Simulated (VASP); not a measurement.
# GaSb (I-4m2) in VASP: notebook, part 2 of 2

VASP 6.6.1. Earlier steps stand in the parts before.

**4. Single point, PBEsol**

This run uses another cell than the first one, of 24.12 Å³/atom, 1.056 times its volume.

INCAR reads:

```
ALGO = Normal ; EDIFF = 1E-6
ENCUT = 500 ; GGA = PS
GGA_COMPAT = False ; ISIF = 2
ISMEAR = 0 ; LASPH = True
LCHARG = True ; LELF = True
LREAL = False ; LVHAR = True
LWAVE = False ; NBANDS = 16
NELM = 120 ; PREC = Accurate
SIGMA = 0.1
```

KPOINTS reads:

```
k-points
0
Gamma
  6 6 6
```

POSCAR reads:

```
GaSb
1.0
   -2.7534340000      2.7534340000      1.5907070000
    2.7534340000     -2.7534340000      1.5907070000
    2.7534340000      2.7534340000     -1.5907070000
Ga Sb
1 1
Direct
    0.2500000000      0.7500000000      0.5000000000
    0.0000000000      0.0000000000      0.0000000000
```

Potentials or basis: VASP PAW PBE potentials, release 64 (Ga_d, Sb).

Started as:

```console
> cat potpaw_PBE.64/Ga_d/POTCAR potpaw_PBE.64/Sb/POTCAR > POTCAR
> mpirun -np 1 vasp_std > vasp.out
```

OUTCAR:

```text
EDIFF = 1E-6
   ENCUT = 500
   GGA = PS
   ISIF = 2
   ISMEAR = 0
   LASPH = True
   LREAL = False
   NELM = 120
   PREC = Accurate

 ion  position               nearest neighbor table
   1  0.250  0.750  0.500-   2 2.87   2 2.87   2 2.87   2 2.87
   2  0.000  0.000  0.000-   1 2.87   1 2.87   1 2.87   1 2.87

  LATTYP: Found a body centered tetragonal cell.
 ALAT       =     5.5068680000
 C/A-ratio  =     0.5777174975

  Lattice vectors:

 A1 = (  -2.7534340000,   2.7534340000,   1.5907070000)
 A2 = (   2.7534340000,  -2.7534340000,   1.5907070000)
 A3 = (   2.7534340000,   2.7534340000,  -1.5907070000)

Analysis of symmetry for initial positions (statically):
=====================================================================
 Subroutine PRICEL returns:
 Original cell was already a primitive cell.

 Routine SETGRP: Setting up the symmetry group for a
 body centered tetragonal supercell.

 Subroutine GETGRP returns: Found  8 space group operations
 (whereof  8 operations were pure point group operations)
 out of a pool of 16 trial point group operations.

The static configuration has the point symmetry D_2d.

Analysis of symmetry for dynamics (positions and initial velocities):
=====================================================================
 Subroutine PRICEL returns:
 Original cell was already a primitive cell.

 Routine SETGRP: Setting up the symmetry group for a
 body centered tetragonal supercell.

 Subroutine GETGRP returns: Found  8 space group operations
 (whereof  8 operations were pure point group operations)
 out of a pool of 16 trial point group operations.

The dynamic configuration has the point symmetry D_2d.

 Subroutine INISYM returns: Found  8 space group operations
 (whereof  8 operations are pure point group operations),
 and found     1 'primitive' translations

----------------------------------------------------------------------------------------

                                     Primitive cell

  volume of cell :      48.2391

  direct lattice vectors                    reciprocal lattice vectors
    -2.753434000  2.753434000  1.590707000     0.000000000  0.181591424  0.314325643
     2.753434000 -2.753434000  1.590707000     0.181591424  0.000000000  0.314325643
     2.753434000  2.753434000 -1.590707000     0.181591424  0.181591424  0.000000000

  length of vectors
     4.206322187  4.206322187  4.206322187     0.363009717  0.363009717  0.256809054

  position of ions in fractional coordinates (direct lattice)
     0.250000000  0.750000000  0.500000000
     0.000000000  0.000000000  0.000000000

  ion indices of the primitive-cell ions
   primitive index   ion index
                 1           1
                 2           2

----------------------------------------------------------------------------------------

 KPOINTS: k-points

Automatic generation of k-mesh.
 Grid dimensions read from file:
 generate k-points for:    6    6    6

 Generating k-lattice:

  Cartesian coordinates                     Fractional coordinates (reciprocal lattice)
     0.000000000  0.030265237  0.052387607     0.166666667  0.000000000  0.000000000
     0.030265237  0.000000000  0.052387607     0.000000000  0.166666667  0.000000000
     0.030265237  0.030265237  0.000000000     0.000000000  0.000000000  0.166666667

  Length of vectors
     0.060501620  0.060501620  0.042801509

  Shift w.r.t. Gamma in fractional coordinates (k-lattice)
     0.000000000  0.000000000  0.000000000

 Subroutine IBZKPT returns following result:
 ===========================================

 Found     30 irreducible k-points:

 Following reciprocal coordinates:
            Coordinates               Weight
  0.000000  0.000000  0.000000      1.000000
  0.166667 -0.000000  0.000000      8.000000
  0.333333  0.000000  0.000000      8.000000
  0.500000  0.000000 -0.000000      4.000000
  0.166667  0.166667  0.000000      8.000000
  0.333333  0.166667  0.000000     16.000000
[... 16 lines left out ...]
 -0.333333 -0.333333  0.166667      8.000000
 -0.166667 -0.333333  0.166667      8.000000
 [... further k-points ...]
   k-points           NKPTS =     30   k-points in BZ     NKDIM =     30   number of bands    NBANDS=     16
   number of dos      NEDOS =    301   number of ions     NIONS =      2
   total plane-waves  NPLWV =  32768
   dimension x,y,z NGX =    32 NGY =   32 NGZ =   32
   dimension x,y,z NGXF=    64 NGYF=   64 NGZF=   64
   ions per type =               1   1
   NGX,Y,Z   is equivalent  to a cutoff of  12.65, 12.65, 12.65 a.u.
   NGXF,Y,Z  is equivalent  to a cutoff of  25.29, 25.29, 25.29 a.u.
 SYSTEM =  unknown system
   PREC   = accura    normal or accurate (medium, high low for compatibility)
   ISTART =      0    job   : 0-new  1-cont  2-samecut
   ICHARG =      2    charge: 1-file 2-atom 10-const
   ISPIN  =      1    spin polarized calculation?
   LNONCOLLINEAR =      F non collinear calculations
   LSORBIT =      F    spin-orbit coupling
   LASPH  =      T    aspherical Exc in radial PAW
   ENCUT  =  500.0 eV  36.75 Ry    6.06 a.u.   7.67  7.67  7.67*2*pi/ulx,y,z
   NELM   =    120;   NELMIN=  2; NELMDL= -5     # of ELM steps
   EDIFF  = 0.1E-05   stopping-criterion for ELM
   LREAL  =      F    real-space projection
   EDIFFG = 0.1E-04   stopping-criterion for IOM
   NSW    =      0    number of steps for IOM
   IBRION =     -1    ionic relax: 0-MD 1-quasi-New 2-CG
   NFREE  =      0    steps in history (QN), initial steepest desc. (CG)
   ISIF   =      2    stress and relaxation
   ISYM   =      2    0-nonsym 1-usesym 2-fastsym
   POTIM  = 0.5000    time-step for ionic-motion
   TEBEG  =    0.0;   TEEND  =   0.0 temperature during run
   PSTRESS=    0.0 pullay stress
   NELECT =      18.0000    total number of electrons
   NUPDOWN=      -1.0000    fix difference up-down
   EMIN   =  10.00;   EMAX   =-10.00  energy-range for DOS
   EFERMI =   0.00;   METHOD = LEGACY
   ISMEAR =     0;   SIGMA  =   0.10  broadening in eV -4-tet -1-fermi 0-gaus
   EFERMI_NEDOS =   21; number of points for ismear=-14 and -15
   IALGO  =     38    algorithm
   IMIX   =      4    mixing-type and parameters
     AMIX     =   0.40;   BMIX     =  1.00
     AMIX_MAG =   1.60;   BMIX_MAG =  1.00
  volume/ion in A,a.u.               =      24.12       162.77
  Fermi-wavevector in a.u.,A,eV,Ry     =   1.178598  2.227228 18.899772  1.389094
  Thomas-Fermi vector in A             =   2.314924
   LORBIT       =      0    0 simple, 1 ext, 2 COOP (PROOUT), +10 PAW based schemes
   GGA     = PS    functional components
   LHFCALC =     F    Hartree Fock is set to
   AEXX    =    0.0000 exact exchange contribution
   IVDW    =     0    specifies the selected vdW correction
   LEPSILON=     F    determine dielectric tensor
   LRPA    =     F    only Hartree local field effects (RPA)
 non-spin polarized calculation
 Gauss-broadening in eV      SIGMA  =   0.10
  energy-cutoff  :      500.00
  volume of cell :       48.24
 maximum number of plane-waves:      1253
 NGX is ok and might be reduce to    32
   NGX = 15   NGY = 15   NGZ = 15

 number of electron      17.9999994 magnetization

 Free energy of the ion-electron system (eV)
  ---------------------------------------------------
  ext. energy  EPLUGINS =         0.00000000
  ---------------------------------------------------
  free energy    TOTEN  =        -7.84208040 eV

  energy without entropy =       -7.83694062  energy(sigma->0) =       -7.83951051

 E-fermi :   6.5672     XC(G=0): -10.3599

 val. band max:        6.5195833054   @ k =   0.3333   0.1667   0.0000
 cond. band min:       6.8407361633   @ k =   0.3333   0.0000   0.0000
 fundamental gap:      0.3211528579
 Fermi energy:         6.5671995089

 k-point     1 :       0.0000    0.0000    0.0000
  band No.  band energies     occupation
      1      -8.4567      2.00000
      2      -8.3677      2.00000
      3      -8.3604      2.00000
      4      -8.3426      2.00000
      5      -8.3426      2.00000
      6      -5.5429      2.00000
[... 8 lines left out ...]
     15      16.2445      0.00000
     16      17.1099      0.00000
[... 419 lines left out ...]
 k-point    24 :      -0.1667   -0.3333    0.1667
  band No.  band energies     occupation
      1      -8.4019      2.00000
      2      -8.3990      2.00000
      3      -8.3844      2.00000
      4      -8.3369      2.00000
      5      -8.3234      2.00000
      6      -2.1884      2.00000
[... 8 lines left out ...]
     15      16.3399      0.00000
     16      18.3236      0.00000

 [... further k-points ...]
[... 5 lines left out ...]
  --------------------------------------------------------------------------------------
  -------------------------------------------------------------------------------------
  Total       -0.4972372     -0.4972372     -1.4097156      0.0000000      0.0000000      0.0000000
  in kB      -16.5148528    -16.5148528    -46.8212022      0.0000000      0.0000000      0.0000000
  external PRESSURE =     -26.6169693 kB  Pullay stress =       0.0000000 kB

 VOLUME and BASIS-vectors are now :
 -----------------------------------------------------------------------------
  energy-cutoff  :      500.00
  volume of cell :       48.24
      direct lattice vectors                 reciprocal lattice vectors
    -2.753434000  2.753434000  1.590707000     0.000000000  0.181591424  0.314325643
     2.753434000 -2.753434000  1.590707000     0.181591424  0.000000000  0.314325643
     2.753434000  2.753434000 -1.590707000     0.181591424  0.181591424  0.000000000

 POSITION                                       TOTAL-FORCE (eV/Angst)
 -----------------------------------------------------------------------------------
      2.75343      0.00000      0.79535        -0.000000     -0.000000      0.000000
      0.00000      0.00000      0.00000         0.000000      0.000000     -0.000000
 -----------------------------------------------------------------------------------
    total drift:                                0.000000     -0.000000     -0.000000

  FREE ENERGIE OF THE ION-ELECTRON SYSTEM (eV)
  ---------------------------------------------------
  free  energy   TOTEN  =        -7.8420803986 eV

  energy  without entropy=       -7.8369406165  energy(sigma->0) =       -7.83951051
```

OSZICAR:

```text
N       E                     dE             d eps       ncg     rms          rms(c)
DAV:   1     0.804705121802E+02    0.80471E+02   -0.80682E+03   960   0.141E+03
DAV:   2    -0.179439895157E+01   -0.82265E+02   -0.79560E+02  1096   0.311E+02
DAV:   3    -0.777872341736E+01   -0.59843E+01   -0.59582E+01  1224   0.635E+01
DAV:   4    -0.788116721804E+01   -0.10244E+00   -0.10243E+00  1120   0.911E+00
DAV:   5    -0.788359599693E+01   -0.24288E-02   -0.24287E-02  1280   0.129E+00    0.238E+00
DAV:   6    -0.785105323567E+01    0.32543E-01   -0.53903E-02  1240   0.393E+00    0.132E+00
DAV:   7    -0.784254393990E+01    0.85093E-02   -0.15053E-02  1424   0.142E+00    0.253E-01
DAV:   8    -0.784208577620E+01    0.45816E-03   -0.19644E-03  1256   0.574E-01    0.334E-02
DAV:   9    -0.784208055884E+01    0.52174E-05   -0.91473E-05  1184   0.754E-02    0.186E-02
DAV:  10    -0.784208039861E+01    0.16023E-06   -0.84987E-06  1224   0.271E-02
   1 F= -.78420804E+01 E0= -.78395105E+01  d E =-.513978E-02
```

stdout:

```text
POSCAR found type information on POSCAR GaSb
 POSCAR found :  2 types and       2 ions
 scaLAPACK will be used
 -----------------------------------------------------------------------------
|                                                                             |
|                                                                             |
|     You enforced a specific xc type in the INCAR file but a different       |
|     I HOPE YOU KNOW WHAT YOU ARE DOING!                                     |
|                                                                             |
 -----------------------------------------------------------------------------

 LDA part: xc-table for (Slater+PW92), standard interpolation
 POSCAR, INCAR and KPOINTS ok, starting setup
 FFT: planning ... GRIDC
 FFT: planning ... GRID_SOFT
 FFT: planning ... GRID
 WAVECAR not read
 entering main loop
```

Run time: 15 s. Hardware: 1 thread of Intel Xeon Platinum 8488C (Sapphire Rapids), shared host; peak memory 0.18 GiB.

Results:

* Free energy: -7.8421 eV
* Pressure: -2.7 GPa
* Band gap on the k mesh: zero (band 9 reaches 8.21 eV, above the bottom of band 10 at 3.39 eV)

Stress tensor (GPa, compression positive):
```
-1.65  0.00  0.00
 0.00 -1.65  0.00
 0.00  0.00 -4.68
```

Levels at points of the mesh, in eV from the Fermi level:
```
           k point  band 6  band 7  band 8  band 9  band 10  band 11  band 12  band 13
(0.00, 0.00, 0.00)  -12.11   -3.10   -2.01   -2.01     3.25     4.81     6.95     6.95
(0.50, 0.00, 0.00)   -8.47   -5.78   -2.61   -1.63    -1.31     2.23     3.11     4.96
(0.50, 0.50, 0.00)  -10.64   -8.18   -0.14    1.64     1.98     2.18     4.36     6.35
(0.50, 0.50, 0.50)   -9.49   -6.07   -5.12   -5.12     3.25     4.76    10.20    10.20
```

Caveat: the k points lie up to 0.38 Å⁻¹ apart; the PAW data sets were made with another functional, which shifts forces and pressure a little; spin-orbit coupling is left out, which moves the levels of the heavy elements.

**5. Overview**

| task | cell | k mesh | cutoff (eV) | gap on the mesh (eV) | pressure (GPa) |
| --- | --- | --- | --- | --- | --- |
| single point | a = 4.142 Å, angles 98.0, 98.0, 136.1°, 2 atoms | 16 × 16 × 16 | 520 | none | 0.0 |
| relaxation of cell and atoms | relaxed from a = 4.206 Å, angles 98.2, 98.2, 135.6°, 2 atoms | 16 × 16 × 16 | 600 | none | 0.0 |
| single point | a = 4.206 Å, angles 98.2, 98.2, 135.6°, 2 atoms | 6 × 6 × 6 | 500 | none | -2.7 |

Alike in all rows: level PBEsol; potentials or basis VASP PAW PBE potentials, release 64 (Ga_d, Sb); no spin polarisation; smearing gaussian 0.1 eV.

Caveats: some runs use coarse meshes; the PAW data sets were made with another functional, which shifts forces and pressure a little; spin-orbit coupling is left out, which moves the levels of the heavy elements.

Absolute energies hang on the potentials; compare differences alone.
